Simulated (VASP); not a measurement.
# Sr2MgReO6 (I4/m) in VASP: single point with LDA

Aim: the single point of Sr2MgReO6 with LDA.

Everything below comes from runs of VASP 6.6.1. Logs are shortened: lines on timing, memory, paths and dates and some standing lists are left out, and cuts for length are marked.

### Step 1. The cell of the first run

Symmetry: I4/m, No. 87, tetragonal system. The conventional cell has a = 5.444 Å, b = 5.444 Å, c = 7.805 Å, α = 90.00°, β = 90.00°, γ = 90.00°. Sr (site symmetry -4) has 12 O at 2.56 to 2.94 Å and 4 Mg at 3.35 Å and 4 Re at 3.35 Å within 3.4 Å. Mg (site symmetry 4/m) has 6 O at 2.00 Å within 2.6 Å. Re (site symmetry 4/m) has 6 O at 1.89 to 1.90 Å within 2.5 Å. O (site symmetry 4) has 1 Re at 1.90 Å and 1 Mg at 2.00 Å within 2.5 Å. Within 2.7 Å of O (site symmetry m) lie 1 Re at 1.89 Å and 1 Mg at 2.00 Å and 2 Sr at 2.56 Å and 4 O at 2.67 to 2.68 Å.

### Step 2. Single point, LDA

Contents of INCAR:

```
SYSTEM = Sr2MgReO6
ALGO     = Normal         ! electronic algorithm
EDIFF    = 1E-6           ! SCF threshold, eV
ENCUT    = 520            ! plane-wave cutoff, eV
GGA      = CA             ! functional
ISIF     = 2              ! what is computed and relaxed
ISMEAR   = -1             ! smearing method
LASPH    = .True.         ! aspherical terms in the spheres
LCHARG   = .True.         ! write CHGCAR
LELF     = .True.         ! ELF
LREAL    = .False.        ! projectors in reciprocal space
LVHAR    = .True.       
LWAVE    = .False.        ! write WAVECAR
NBANDS   = 44             ! bands
NELM     = 80             ! most SCF steps
PREC     = Accurate       ! precision mode
SIGMA    = 0.1            ! smearing width, eV
```

Contents of KPOINTS:

```
k-points
0
Gamma
  6 6 6
  0 0 0
```

Contents of POSCAR:

```
Sr2MgReO6
1.0
   -2.7220594176      2.7220594176      3.9024529046
    2.7220594176     -2.7220594176      3.9024529046
    2.7220594176      2.7220594176     -3.9024529046
Sr Mg Re O
2 1 1 6
Direct
    0.2500000000      0.7500000000      0.5000000000
    0.7500000000      0.2500000000      0.5000000000
    0.5000000000      0.5000000000      0.0000000000
    0.0000000000      0.0000000000      0.0000000000
    0.2432869007      0.2432869007      0.0000000000
    0.7567130993      0.7567130993      0.0000000000
    0.7220304611      0.7916942148      0.5137246759
    0.2779695389      0.2083057852      0.4862753241
    0.7916942148      0.2779695389      0.0696637537
    0.2083057852      0.7220304611      0.9303362463
```

Potentials or basis: VASP PAW LDA potentials, release 64 (Sr_sv, Mg, Re, O).

Started as:

```console
> cat potpaw_LDA.64/Sr_sv/POTCAR potpaw_LDA.64/Mg/POTCAR potpaw_LDA.64/Re/POTCAR potpaw_LDA.64/O/POTCAR > POTCAR
> mpirun -np 1 vasp_std > vasp.out
```

OUTCAR:

```text
SYSTEM = Sr2MgReO6
   EDIFF = 1E-6
   ENCUT = 520
   GGA = CA
   ISIF = 2
   ISMEAR = -1
   LASPH = .True.
   LREAL = .False.
   NELM = 80
   PREC = Accurate

 ion  position               nearest neighbor table
   1  0.250  0.750  0.500-   9 2.56   8 2.56   7 2.56  10 2.56   6 2.72   5 2.72   6 2.72   5 2.72
                            10 2.94   9 2.94   8 2.94   7 2.94   4 3.35   4 3.35   3 3.35   3 3.35
   2  0.750  0.250  0.500-  10 2.56   8 2.56   7 2.56   9 2.56   6 2.72   5 2.72   6 2.72   5 2.72
                             9 2.94  10 2.94   7 2.94   8 2.94   3 3.35   4 3.35   4 3.35   3 3.35
   3  0.500  0.500  0.000-   9 2.00  10 2.00   7 2.00   8 2.00   6 2.00   5 2.00   1 3.35   2 3.35
                             1 3.35   2 3.35   2 3.35   1 3.35   2 3.35   1 3.35
   4  0.000  0.000  0.000-   9 1.89  10 1.89   7 1.89   8 1.89   5 1.90   6 1.90   2 3.35   1 3.35
                             2 3.35   1 3.35   1 3.35   2 3.35   1 3.35   2 3.35
   5  0.243  0.243  0.000-   4 1.90   3 2.00   2 2.72   1 2.72   1 2.72   2 2.72
   6  0.757  0.757  0.000-   4 1.90   3 2.00   1 2.72   2 2.72   2 2.72   1 2.72
   7  0.722  0.792  0.514-   4 1.89   3 2.00   1 2.56   2 2.56   1 2.94   2 2.94
   8  0.278  0.208  0.486-   4 1.89   3 2.00   2 2.56   1 2.56   1 2.94   2 2.94
   9  0.792  0.278  0.070-   4 1.89   3 2.00   1 2.56   2 2.56   2 2.94   1 2.94
  10  0.208  0.722  0.930-   4 1.89   3 2.00   2 2.56   1 2.56   1 2.94   2 2.94

  LATTYP: Found a body centered tetragonal cell.
 ALAT       =     5.4441188352
 C/A-ratio  =     1.4336398682

  Lattice vectors:

 A1 = (  -2.7220594176,   2.7220594176,   3.9024529046)
 A2 = (   2.7220594176,  -2.7220594176,   3.9024529046)
 A3 = (   2.7220594176,   2.7220594176,  -3.9024529046)

Analysis of symmetry for initial positions (statically):
=====================================================================
 Subroutine PRICEL returns:
 Original cell was already a primitive cell.

 Routine SETGRP: Setting up the symmetry group for a
 body centered tetragonal supercell.

 Subroutine GETGRP returns: Found  8 space group operations
 (whereof  8 operations were pure point group operations)
 out of a pool of 16 trial point group operations.

The static configuration has the point symmetry C_4h.

Analysis of symmetry for dynamics (positions and initial velocities):
=====================================================================
 Subroutine PRICEL returns:
 Original cell was already a primitive cell.

 Routine SETGRP: Setting up the symmetry group for a
 body centered tetragonal supercell.

 Subroutine GETGRP returns: Found  8 space group operations
 (whereof  8 operations were pure point group operations)
 out of a pool of 16 trial point group operations.

[... 129 lines left out ...]
   EMIN   =  10.00;   EMAX   =-10.00  energy-range for DOS
   EFERMI =   0.00;   METHOD = LEGACY
   ISMEAR =    -1;   SIGMA  =   0.10  broadening in eV -4-tet -1-fermi 0-gaus
   EFERMI_NEDOS =   21; number of points for ismear=-14 and -15
   IALGO  =     38    algorithm
   IMIX   =      4    mixing-type and parameters
     AMIX     =   0.40;   BMIX     =  1.00
     AMIX_MAG =   1.60;   BMIX_MAG =  1.00
  volume/ion in A,a.u.               =      11.57        78.05
  Fermi-wavevector in a.u.,A,eV,Ry     =   1.350978  2.552979 24.832564  1.825142
  Thomas-Fermi vector in A             =   2.478438
   LORBIT       =      0    0 simple, 1 ext, 2 COOP (PROOUT), +10 PAW based schemes
   GGA     = CA    functional components
   LHFCALC =     F    Hartree Fock is set to
   AEXX    =    0.0000 exact exchange contribution
   IVDW    =     0    specifies the selected vdW correction
   LEPSILON=     F    determine dielectric tensor
   LRPA    =     F    only Hartree local field effects (RPA)
 non-spin polarized calculation
  energy-cutoff  :      520.00
  volume of cell :      115.66
 maximum number of plane-waves:      3132
 NGX is ok and might be reduce to    42
   NGX = 21   NGY = 21   NGZ = 21

 number of electron      65.0000008 magnetization

 Free energy of the ion-electron system (eV)
  ---------------------------------------------------
  ext. energy  EPLUGINS =         0.00000000
  ---------------------------------------------------
  free energy    TOTEN  =       -79.72306128 eV

  energy without entropy =      -79.58447805  energy(sigma->0) =      -79.65376967

 E-fermi :   5.3451     XC(G=0): -11.7911

 val. band max:        5.3371194770   @ k =  -0.3333   0.3333  -0.1667
 cond. band min:       5.3578054696   @ k =   0.1667  -0.0000   0.0000
 fundamental gap:      0.0206859926
 Fermi energy:         5.3451165351

 k-point     1 :       0.0000    0.0000    0.0000
  band No.  band energies     occupation
      1     -29.1385      2.00000
      2     -29.0577      2.00000
      3     -14.7145      2.00000
      4     -13.8093      2.00000
      5     -13.5720      2.00000
      6     -13.1379      2.00000
[... 1117 lines left out ...]
     43      11.6093      0.00000
     44      11.7658      0.00000

 [... further k-points ...]

------------------------ aborting loop because EDIFF is reached ----------------------------------------

  FORCE on cell =-STRESS in cart. coord.  units (eV):
  Direction    XX          YY          ZZ          XY          YZ          ZX
  --------------------------------------------------------------------------------------
  -------------------------------------------------------------------------------------
  Total        3.1172732      3.1172732      3.1511197     -0.0000000      0.0000000      0.0000000
  in kB       43.1809896     43.1809896     43.6498368     -0.0000001      0.0000000      0.0000000
  external PRESSURE =      43.3372720 kB  Pullay stress =       0.0000000 kB

 VOLUME and BASIS-vectors are now :
 -----------------------------------------------------------------------------
  energy-cutoff  :      520.00
  volume of cell :      115.66
      direct lattice vectors                 reciprocal lattice vectors
    -2.722059418  2.722059418  3.902452905     0.000000000  0.183684455  0.128124544
     2.722059418 -2.722059418  3.902452905     0.183684455  0.000000000  0.128124544
     2.722059418  2.722059418 -3.902452905     0.183684455  0.183684455  0.000000000

 POSITION                                       TOTAL-FORCE (eV/Angst)
 -----------------------------------------------------------------------------------
      2.72206      0.00000      1.95123         0.000000     -0.000000      0.000000
      0.00000      2.72206      1.95123         0.000000     -0.000000      0.000000
      0.00000      0.00000      3.90245         0.000000     -0.000000      0.000000
      0.00000      0.00000      0.00000         0.000000     -0.000000      0.000000
      0.00000      0.00000      1.89883         0.000000     -0.000000      0.446822
      0.00000      0.00000      5.90607         0.000000     -0.000000     -0.446822
      1.58802      1.20876      3.90245        -0.287895     -0.353553     -0.000000
      1.13404      1.51330      0.00000         0.287895      0.353553      0.000000
     -1.20876      1.58802      3.90245         0.353553     -0.287895     -0.000000
      3.93082      1.13404     -0.00000        -0.353553      0.287895      0.000000
 -----------------------------------------------------------------------------------
    total drift:                                0.000000      0.000000      0.000000

  FREE ENERGIE OF THE ION-ELECTRON SYSTEM (eV)
  ---------------------------------------------------
  free  energy   TOTEN  =       -79.7230612830 eV

  energy  without entropy=      -79.5844780486  energy(sigma->0) =      -79.65376967
```

OSZICAR:

```text
N       E                     dE             d eps       ncg     rms          rms(c)
DAV:   1     0.430736162155E+03    0.43074E+03   -0.33628E+04  4064   0.145E+03
DAV:   2    -0.616257384210E+02   -0.49236E+03   -0.46843E+03  5096   0.402E+02
DAV:   3    -0.931995175117E+02   -0.31574E+02   -0.31308E+02  5240   0.993E+01
DAV:   4    -0.943216102903E+02   -0.11221E+01   -0.11188E+01  5680   0.123E+01
DAV:   5    -0.943862086199E+02   -0.64598E-01   -0.64567E-01  4380   0.239E+00    0.766E+01
DAV:   6    -0.807435991564E+02    0.13643E+02   -0.70748E+01  5224   0.511E+01    0.253E+01
DAV:   7    -0.801067426270E+02    0.63686E+00   -0.10785E+01  5736   0.268E+01    0.253E+01
DAV:   8    -0.797570033019E+02    0.34974E+00   -0.11619E+00  5760   0.103E+01    0.434E+00
DAV:   9    -0.797233610340E+02    0.33642E-01   -0.15902E-01  5744   0.301E+00    0.674E-01
DAV:  10    -0.797236479880E+02   -0.28695E-03   -0.19890E-02  5372   0.783E-01    0.278E-01
DAV:  11    -0.797230779762E+02    0.57001E-03   -0.32290E-03  5200   0.374E-01    0.131E-01
DAV:  12    -0.797230632457E+02    0.14731E-04   -0.16926E-04  5376   0.871E-02    0.397E-02
DAV:  13    -0.797230614560E+02    0.17897E-05   -0.17400E-05  5408   0.283E-02    0.112E-02
DAV:  14    -0.797230612830E+02    0.17297E-06   -0.17160E-06  3116   0.801E-03
   1 F= -.79723061E+02 E0= -.79653770E+02  d E =-.138583E+00
```

stdout:

```text
POSCAR found type information on POSCAR SrMgReO
 POSCAR found :  4 types and      10 ions
 scaLAPACK will be used
 LDA part: xc-table for (Slater(with rela. corr.)+CA(PZ))
 , standard interpolation
 POSCAR, INCAR and KPOINTS ok, starting setup
 FFT: planning ... GRIDC
 FFT: planning ... GRID_SOFT
 FFT: planning ... GRID
 WAVECAR not read
 entering main loop
```

Wall time 4.6 min (1 thread of Intel Xeon Platinum 8488C (Sapphire Rapids), shared host); peak memory 0.33 GiB.

What came out:

```yaml
Free_energy: -79.7231 eV
Pressure: 4.3 GPa
Largest_force: 0.456 eV/Å
Band_gap_on_the_k_mesh: zero (an odd number of electrons rules out a gap without spin polarisation)
```

Forces on the atoms (eV/Å):
```
Sr   0.000  0.000  0.000
Sr   0.000  0.000  0.000
Mg   0.000  0.000  0.000
Re   0.000  0.000  0.000
O    0.000  0.000  0.447
O    0.000  0.000 -0.447
O   -0.288 -0.354  0.000
O    0.288  0.354  0.000
O    0.354 -0.288  0.000
O   -0.354  0.288  0.000
```

Caveat: the cell stands under pressure; spin-orbit coupling is left out, which moves the levels of the heavy elements; an odd number of electrons without spin polarisation forces a metal; a magnetic or distorted state may lie lower.
